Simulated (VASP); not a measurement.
# NaCl: single point with PBEsol

The system is NaCl.

```xyz
2
Lattice="0.0000 2.8317 2.8317 2.8317 0.0000 2.8317 2.8317 2.8317 0.0000" Properties=species:S:1:pos:R:3 pbc="T T T"
Na    0.0000    0.0000    0.0000
Cl    2.9201    2.7434    2.8317
```

This cell differs from its parent crystal: all Cl atoms moved +0.125 Å, as atom 2 along Cartesian [1 -1 0].

```json
{
  "Program": "VASP 6.6.1",
  "Task": "single point",
  "Functional": "PBEsol",
  "Potentials or basis": "VASP PAW PBE potentials, release 64 (Na_pv, Cl)",
  "Cutoff": "520 eV",
  "k mesh": "8 × 8 × 8",
  "Occupations": "gaussian, width 0.05 eV",
  "Spin": "no spin polarisation"
}
```

The pressure is -0.6 GPa, the largest force is 0.155 eV/Å and the band gap on the k mesh is 4.89 eV.

Forces on the atoms (eV/Å):
```
Na   0.110 -0.110  0.000
Cl  -0.110  0.110  0.000
```

Stress tensor (GPa, compression positive):
```
-0.52  0.06  0.00
 0.06 -0.52  0.00
 0.00  0.00 -0.80
```

Levels at points of the mesh, in eV from the valence-band top:
| k point | band 3 | band 4 | band 5 | band 6 | band 7 | band 8 | band 9 | band 10 | band 11 | band 12 |
| --- | --- | --- | --- | --- | --- | --- | --- | --- | --- | --- |
| (0.00, 0.00, 0.00) | -20.67 | -12.62 | -0.01 | 0.00 | 0.00 | 4.89 | 10.98 | 10.99 | 11.00 | 13.20 |
| (0.50, 0.00, 0.00) | -20.67 | -12.28 | -1.93 | -0.27 | -0.26 | 7.06 | 10.37 | 10.84 | 10.86 | 14.74 |
| (0.00, 0.00, 0.50) | -20.67 | -12.28 | -1.93 | -0.26 | -0.26 | 7.06 | 10.33 | 10.83 | 10.91 | 14.71 |
| (0.50, 0.50, 0.00) | -20.68 | -12.24 | -1.67 | -0.60 | -0.60 | 7.40 | 7.91 | 11.05 | 14.49 | 14.54 |
| (0.00, 0.50, 0.50) | -20.68 | -12.23 | -1.67 | -0.60 | -0.60 | 7.40 | 7.91 | 11.04 | 14.51 | 14.52 |

Run time: 84 s on 1 thread of Intel Xeon 8259CL, with other jobs on the host, peak memory 0.19 GiB.

Caveat: the cell differs from its parent crystal (all Cl atoms moved +0.125 Å, as atom 2 along Cartesian [1 -1 0]); the PAW data sets were made with another functional, which shifts forces and pressure a little. A k mesh can miss the band edges.
